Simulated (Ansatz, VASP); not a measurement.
**Two plane-wave programs on TlMo**

```
Tl Mo
1.0
     2.94993    0.00000    0.00000
     0.00000    2.94993    0.00000
     0.00000    0.00000    4.46283
Tl Mo
1 1
Direct
  0.50000 0.50000 0.50000
  0.00000 0.00000 0.00000
```

Alike in both runs: task relaxation of cell and atoms; functional PBE; k mesh 18 × 18 × 12; occupations gaussian, width 0.1 eV; no spin polarisation.

|  | VASP | Ansatz |
| --- | --- | --- |
| version | VASP 6.6.1 | Ansatz 0.2.0 |
| potentials or method | VASP PAW PBE potentials, release 64 (Tl_d, Mo_sv), cutoff 600 eV | scalar-relativistic, plane waves, PAW |
| valence electrons in the cell | 27 | 27 |

|  | VASP | Ansatz | Ansatz less VASP |
| --- | --- | --- | --- |
| gap on the k mesh at the Fermi level, each at its own relaxed structure (eV) | none | none | - |
| relaxed volume (Å³/atom) | 19.47 | 19.45 | -0.020 |
| relaxed cell length with the largest relative difference (Å) | 4.453 | 4.451 | -0.0028 |

A gap of «none» marks a metal or a gap that the smearing closes.

Spin-orbit coupling is off throughout.
